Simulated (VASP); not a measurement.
# TiCo2 in VASP: notebook

The runs below take TiCo2 through single point, with PBEsol.

Everything below comes from runs of VASP 6.6.1. Logs are shortened: lines on timing, memory, paths and dates and some standing lists are left out, and cuts for length are marked.

### Step 1. The cell of the first run

It takes space group Fd-3m (No. 227, cubic). The conventional cell has a = 6.275 Å, b = 6.275 Å, c = 6.275 Å, α = 90.00°, β = 90.00°, γ = 90.00°. Ti (site symmetry -43m) has 12 Co at 2.60 Å and 4 Ti at 2.72 Å within 3.4 Å. Within 2.9 Å of Co (site symmetry -3m) lie 6 Co at 2.22 Å and 6 Ti at 2.60 Å.

### Step 2. Single point, PBEsol

INCAR reads:

```
SYSTEM = TiCo2
PREC = Accurate
ENCUT = 550
EDIFF = 1E-6
ISMEAR = 0
SIGMA = 0.1
LREAL = .FALSE.
LASPH = .TRUE.
NELM = 300
ALGO = All
ISIF = 2
LWAVE = .FALSE.
LCHARG = .FALSE.
GGA = PS
NBANDS = 39
GGA_COMPAT = .FALSE.
ISEARCH = 1
KPAR = 4
```

KPOINTS reads:

```
regular mesh
0
G
  10 10 10
  0 0 0
```

POSCAR reads:

```
TiCo2
1.0
    0.0000000000      3.1372839140      3.1372839140
    3.1372839140      0.0000000000      3.1372839140
    3.1372839140      3.1372839140      0.0000000000
Ti Co
2 4
Direct
    0.5000000000      0.5000000000      0.5000000000
    0.7500000000      0.7500000000      0.7500000000
    0.1250000000      0.1250000000      0.1250000000
    0.6250000000      0.1250000000      0.1250000000
    0.1250000000      0.1250000000      0.6250000000
    0.1250000000      0.6250000000      0.1250000000
```

Potentials or basis: VASP PAW PBE potentials, release 64 (Ti_sv, Co).

Command:

```bash
cat potpaw_PBE.64/Ti_sv/POTCAR potpaw_PBE.64/Co/POTCAR > POTCAR
mpirun -np 4 vasp_std > vasp.out
```

OUTCAR:

```text
SYSTEM = TiCo2
   PREC = Accurate
   ENCUT = 550
   EDIFF = 1E-6
   ISMEAR = 0
   LREAL = .FALSE.
   LASPH = .TRUE.
   NELM = 300
   ISIF = 2
   GGA = PS

 ion  position               nearest neighbor table
   1  0.500  0.500  0.500-   4 2.60   5 2.60   6 2.60   3 2.60   3 2.60   3 2.60   6 2.60   4 2.60
                             6 2.60   5 2.60   4 2.60   5 2.60   2 2.72   2 2.72   2 2.72   2 2.72
   2  0.750  0.750  0.750-   4 2.60   5 2.60   6 2.60   3 2.60   3 2.60   3 2.60   4 2.60   4 2.60
                             5 2.60   6 2.60   5 2.60   6 2.60   1 2.72   1 2.72   1 2.72   1 2.72
   3  0.125  0.125  0.125-   4 2.22   5 2.22   6 2.22   5 2.22   6 2.22   4 2.22   1 2.60   2 2.60
                             1 2.60   2 2.60   1 2.60   2 2.60
   4  0.625  0.125  0.125-   3 2.22   5 2.22   6 2.22   3 2.22   5 2.22   6 2.22   1 2.60   2 2.60
                             2 2.60   1 2.60   2 2.60   1 2.60
   5  0.125  0.125  0.625-   3 2.22   3 2.22   4 2.22   6 2.22   6 2.22   4 2.22   1 2.60   2 2.60
                             1 2.60   2 2.60   1 2.60   2 2.60
   6  0.125  0.625  0.125-   3 2.22   5 2.22   3 2.22   4 2.22   5 2.22   4 2.22   1 2.60   2 2.60
                             1 2.60   2 2.60   1 2.60   2 2.60

  LATTYP: Found a face centered cubic cell.
 ALAT       =     6.2745678280

  Lattice vectors:

 A1 = (   0.0000000000,   3.1372839140,   3.1372839140)
 A2 = (   3.1372839140,   0.0000000000,   3.1372839140)
 A3 = (   3.1372839140,   3.1372839140,   0.0000000000)

Analysis of symmetry for initial positions (statically):
=====================================================================
 Subroutine PRICEL returns:
 Original cell was already a primitive cell.

 Routine SETGRP: Setting up the symmetry group for a
 face centered cubic supercell.

 Subroutine GETGRP returns: Found 48 space group operations
 (whereof 24 operations were pure point group operations)
 out of a pool of 48 trial point group operations.

The static configuration has the point symmetry T_d .
 The point group associated with its full space group is O_h .

Analysis of symmetry for dynamics (positions and initial velocities):
=====================================================================
 Subroutine PRICEL returns:
 Original cell was already a primitive cell.

 Routine SETGRP: Setting up the symmetry group for a
 face centered cubic supercell.

 Subroutine GETGRP returns: Found 48 space group operations
 (whereof 24 operations were pure point group operations)
 out of a pool of 48 trial point group operations.

The dynamic configuration has the point symmetry T_d .
 The point group associated with its full space group is O_h .

 Subroutine INISYM returns: Found 48 space group operations
 (whereof 24 operations are pure point group operations),
 and found     1 'primitive' translations

----------------------------------------------------------------------------------------

                                     Primitive cell

  volume of cell :      61.7577

  direct lattice vectors                    reciprocal lattice vectors
     0.000000000  3.137283914  3.137283914    -0.159373526  0.159373526  0.159373526
     3.137283914  0.000000000  3.137283914     0.159373526 -0.159373526  0.159373526
     3.137283914  3.137283914  0.000000000     0.159373526  0.159373526 -0.159373526

  length of vectors
     4.436789460  4.436789460  4.436789460     0.276043045  0.276043045  0.276043045

  position of ions in fractional coordinates (direct lattice)
     0.500000000  0.500000000  0.500000000
     0.750000000  0.750000000  0.750000000
     0.125000000  0.125000000  0.125000000
     0.625000000  0.125000000  0.125000000
     0.125000000  0.125000000  0.625000000
     0.125000000  0.625000000  0.125000000

  ion indices of the primitive-cell ions
   primitive index   ion index
                 1           1
                 2           2
                 3           3
                 4           4
                 5           5
                 6           6

----------------------------------------------------------------------------------------

 KPOINTS: regular mesh

Automatic generation of k-mesh.
 Grid dimensions read from file:
 generate k-points for:   10   10   10

 Generating k-lattice:

  Cartesian coordinates                     Fractional coordinates (reciprocal lattice)
    -0.015937353  0.015937353  0.015937353     0.100000000  0.000000000  0.000000000
     0.015937353 -0.015937353  0.015937353     0.000000000  0.100000000  0.000000000
     0.015937353  0.015937353 -0.015937353     0.000000000  0.000000000  0.100000000

  Length of vectors
     0.027604304  0.027604304  0.027604304

  Shift w.r.t. Gamma in fractional coordinates (k-lattice)
     0.000000000  0.000000000  0.000000000

 Subroutine IBZKPT returns following result:
 ===========================================

 Found     47 irreducible k-points:

 Following reciprocal coordinates:
            Coordinates               Weight
  0.000000  0.000000  0.000000      1.000000
  0.100000  0.000000  0.000000      8.000000
  0.200000  0.000000  0.000000      8.000000
  0.300000  0.000000  0.000000      8.000000
  0.400000  0.000000  0.000000      8.000000
  0.500000  0.000000  0.000000      4.000000
[... 16 lines left out ...]
  0.300000  0.300000  0.000000      6.000000
  0.400000  0.300000  0.000000     24.000000
 [... further k-points ...]
   k-points           NKPTS =     47   k-points in BZ     NKDIM =     47   number of bands    NBANDS=     39
   number of dos      NEDOS =    301   number of ions     NIONS =      6
   total plane-waves  NPLWV =  46656
   dimension x,y,z NGX =    36 NGY =   36 NGZ =   36
   dimension x,y,z NGXF=    72 NGYF=   72 NGZF=   72
   ions per type =               2   4
   NGX,Y,Z   is equivalent  to a cutoff of  13.49, 13.49, 13.49 a.u.
   NGXF,Y,Z  is equivalent  to a cutoff of  26.98, 26.98, 26.98 a.u.
 SYSTEM =  TiCo2
   PREC   = accura    normal or accurate (medium, high low for compatibility)
   ISTART =      0    job   : 0-new  1-cont  2-samecut
   ICHARG =      2    charge: 1-file 2-atom 10-const
   ISPIN  =      1    spin polarized calculation?
   LNONCOLLINEAR =      F non collinear calculations
   LSORBIT =      F    spin-orbit coupling
   LASPH  =      T    aspherical Exc in radial PAW
   ENCUT  =  550.0 eV  40.42 Ry    6.36 a.u.   8.48  8.48  8.48*2*pi/ulx,y,z
   NELM   =    300;   NELMIN=  2; NELMDL= -5     # of ELM steps
   EDIFF  = 0.1E-05   stopping-criterion for ELM
   LREAL  =      F    real-space projection
   EDIFFG = 0.1E-04   stopping-criterion for IOM
   NSW    =      0    number of steps for IOM
   IBRION =     -1    ionic relax: 0-MD 1-quasi-New 2-CG
   NFREE  =      0    steps in history (QN), initial steepest desc. (CG)
   ISIF   =      2    stress and relaxation
   ISYM   =      2    0-nonsym 1-usesym 2-fastsym
   POTIM  = 0.5000    time-step for ionic-motion
   TEBEG  =    0.0;   TEEND  =   0.0 temperature during run
   PSTRESS=    0.0 pullay stress
   NELECT =      60.0000    total number of electrons
   NUPDOWN=      -1.0000    fix difference up-down
   EMIN   =  10.00;   EMAX   =-10.00  energy-range for DOS
   EFERMI =   0.00;   METHOD = LEGACY
   ISMEAR =     0;   SIGMA  =   0.10  broadening in eV -4-tet -1-fermi 0-gaus
   EFERMI_NEDOS =   21; number of points for ismear=-14 and -15
   IALGO  =     58    algorithm
   IMIX   =      4    mixing-type and parameters
     AMIX     =   0.40;   BMIX     =  1.00
     AMIX_MAG =   1.60;   BMIX_MAG =  1.00
  volume/ion in A,a.u.               =      10.29        69.46
  Fermi-wavevector in a.u.,A,eV,Ry     =   1.621417  3.064034 35.769629  2.628994
  Thomas-Fermi vector in A             =   2.715197
   LORBIT       =      0    0 simple, 1 ext, 2 COOP (PROOUT), +10 PAW based schemes
   GGA     = PS    functional components
   LHFCALC =     F    Hartree Fock is set to
   AEXX    =    0.0000 exact exchange contribution
   IVDW    =     0    specifies the selected vdW correction
   LEPSILON=     F    determine dielectric tensor
   LRPA    =     F    only Hartree local field effects (RPA)
 non-spin polarized calculation
 Gauss-broadening in eV      SIGMA  =   0.10
  energy-cutoff  :      550.00
  volume of cell :       61.76
 maximum number of plane-waves:      1835
 NGX is ok and might be reduce to    36
   NGX = 17   NGY = 17   NGZ = 17

 number of electron      59.9999974 magnetization

 Free energy of the ion-electron system (eV)
  ---------------------------------------------------
  ext. energy  EPLUGINS =         0.00000000
  ---------------------------------------------------
  free energy    TOTEN  =       -48.84374245 eV

  energy without entropy =      -48.80866729  energy(sigma->0) =      -48.82620487

 E-fermi :  12.5914     XC(G=0): -14.0806

 val. band max:       12.5807695992   @ k =   0.5000   0.4000   0.0000
 cond. band min:      12.5981082088   @ k =   0.4000   0.3000   0.0000
 fundamental gap:      0.0173386096
 Fermi energy:        12.5913999716

 k-point     1 :       0.0000    0.0000    0.0000
  band No.  band energies     occupation
      1     -44.0234      2.00000
      2     -43.8393      2.00000
      3     -20.5156      2.00000
      4     -20.5156      2.00000
      5     -20.5156      2.00000
      6     -20.1679      2.00000
[... 31 lines left out ...]
     38      14.2827      0.00000
     39      15.7727      0.00000

 k-point     2 :       0.1000    0.0000    0.0000
  band No.  band energies     occupation
      1     -44.0200      2.00000
      2     -43.8427      2.00000
      3     -20.5193      2.00000
      4     -20.5193      2.00000
      5     -20.5144      2.00000
      6     -20.1705      2.00000
[... 913 lines left out ...]
     38      15.2492      0.00000
     39      16.1555      0.00000

 k-point    24 :       0.4000    0.3000    0.0000
  band No.  band energies     occupation
      1     -43.9715      2.00000
      2     -43.8906      2.00000
      3     -20.5820      2.00000
      4     -20.5774      2.00000
      5     -20.4213      2.00000
      6     -20.2705      2.00000
[... 31 lines left out ...]
     38      15.1594      0.00000
     39      15.4735      0.00000

 [... further k-points ...]

------------------------ aborting loop because EDIFF is reached ----------------------------------------

  FORCE on cell =-STRESS in cart. coord.  units (eV):
  Direction    XX          YY          ZZ          XY          YZ          ZX
  --------------------------------------------------------------------------------------
  -------------------------------------------------------------------------------------
  Total       14.8676351     14.8676351     14.8676351     -0.0000000      0.0000000      0.0000000
  in kB      385.7101015    385.7101015    385.7101015     -0.0000000      0.0000000      0.0000000
  external PRESSURE =     385.7101015 kB  Pullay stress =       0.0000000 kB

 VOLUME and BASIS-vectors are now :
 -----------------------------------------------------------------------------
  energy-cutoff  :      550.00
  volume of cell :       61.76
      direct lattice vectors                 reciprocal lattice vectors
     0.000000000  3.137283914  3.137283914    -0.159373526  0.159373526  0.159373526
     3.137283914  0.000000000  3.137283914     0.159373526 -0.159373526  0.159373526
     3.137283914  3.137283914  0.000000000     0.159373526  0.159373526 -0.159373526

 POSITION                                       TOTAL-FORCE (eV/Angst)
 -----------------------------------------------------------------------------------
      3.13728      3.13728      3.13728        -0.000000     -0.000000     -0.000000
      4.70593      4.70593      4.70593         0.000000      0.000000      0.000000
      0.78432      0.78432      0.78432        -0.000000     -0.000000     -0.000000
      0.78432      2.35296      2.35296        -0.000000     -0.000000     -0.000000
      2.35296      2.35296      0.78432        -0.000000     -0.000000     -0.000000
      2.35296      0.78432      2.35296        -0.000000     -0.000000     -0.000000
 -----------------------------------------------------------------------------------
    total drift:                                0.000000      0.000000      0.000000

  FREE ENERGIE OF THE ION-ELECTRON SYSTEM (eV)
  ---------------------------------------------------
  free  energy   TOTEN  =       -48.8437424459 eV

  energy  without entropy=      -48.8086653531  energy(sigma->0) =      -48.82620390
```

Run time: 44 s. Hardware: 4 MPI ranks of Intel Xeon 6975P-C (Granite Rapids), shared host; peak memory 0.36 GiB.

What came out:

```yaml
Free_energy: -48.8437 eV
Pressure: 38.6 GPa
Band_gap_on_the_k_mesh: zero (bands 30 and 31 overlap by 0.90 eV)
```

Caveat: the cell stands under pressure; the PAW data sets were made with another functional, which shifts forces and pressure a little; the run has no spin polarisation, though such a crystal can be magnetic.

### Step 3. Single point, PBEsol (biaxial strain in the a-b plane: +2.0 %)

INCAR reads:

```
PREC = Accurate
ENCUT = 550
EDIFF = 1E-6
ISMEAR = 0
SIGMA = 0.1
LREAL = False
LASPH = True
NELM = 300
ALGO = All
ISIF = 2
LWAVE = False
LCHARG = False
GGA = PS
NBANDS = 39
GGA_COMPAT = False
ISEARCH = 1
KPAR = 4
```

KPOINTS reads:

```
regular mesh
0
Gamma
  10 10 10
```

POSCAR reads:

```
TiCo2
1.0
    0.0000000000      3.3418446744      3.3418446744
    3.3418446744      0.0000000000      3.3418446744
    3.2719498838      3.2719498838      0.0698947906
Ti Co
2 4
Direct
    0.4996430266      0.4996430266      0.5010709202
    0.7503569734      0.7503569734      0.7489290798
    0.1250000000      0.1250000000      0.1250000000
    0.6250000000      0.1250000000      0.1250000000
    0.1250000000      0.1250000000      0.6250000000
    0.1250000000      0.6250000000      0.1250000000
```

Potentials or basis: VASP PAW PBE potentials, release 64 (Ti_sv, Co).

Command:

```bash
cat potpaw_PBE.64/Ti_sv/POTCAR potpaw_PBE.64/Co/POTCAR > POTCAR
mpirun -np 4 vasp_std > vasp.out
```

Wall time 7.5 min (4 MPI ranks of AMD EPYC 7R43 (Zen 3), shared host); peak memory 0.69 GiB.

It converged, with:

- Free energy: -49.6612 eV
- Pressure: -6.5 GPa
- Largest force: 0.043 eV/Å
- Band gap on the k mesh: zero (bands 30 and 31 overlap by 0.71 eV)

Forces on the atoms (eV/Å):
```
Ti   0.025  0.025 -0.025
Ti  -0.025 -0.025  0.025
Co   0.000  0.000  0.000
Co   0.000  0.000  0.000
Co   0.000  0.000  0.000
Co   0.000  0.000  0.000
```

Stress tensor (GPa, compression positive):
```
-6.45  2.66 -2.66
 2.66 -6.45 -2.66
-2.66 -2.66 -6.45
```

Levels at points of the mesh, in eV from the Fermi level:
| k point | band 27 | band 28 | band 29 | band 30 | band 31 | band 32 | band 33 | band 34 |
| --- | --- | --- | --- | --- | --- | --- | --- | --- |
| (0.00, 0.00, 0.00) | -0.67 | -0.59 | -0.56 | -0.48 | -0.48 | 0.73 | 0.85 | 0.85 |
| (0.50, 0.00, 0.00) | -0.58 | -0.37 | -0.31 | 0.13 | 0.15 | 0.55 | 0.60 | 0.83 |
| (0.50, 0.50, 0.00) | -0.62 | -0.57 | -0.51 | -0.46 | -0.09 | 0.03 | 0.85 | 0.93 |
| (0.00, 0.00, 0.50) | -0.66 | -0.43 | -0.43 | 0.12 | 0.12 | 0.50 | 0.50 | 0.73 |

Caveat: the cell differs from its parent crystal (biaxial strain in the a-b plane: +2.0 %); the cell stands under tension; the PAW data sets were made with another functional, which shifts forces and pressure a little; the run has no spin polarisation, though such a crystal can be magnetic.
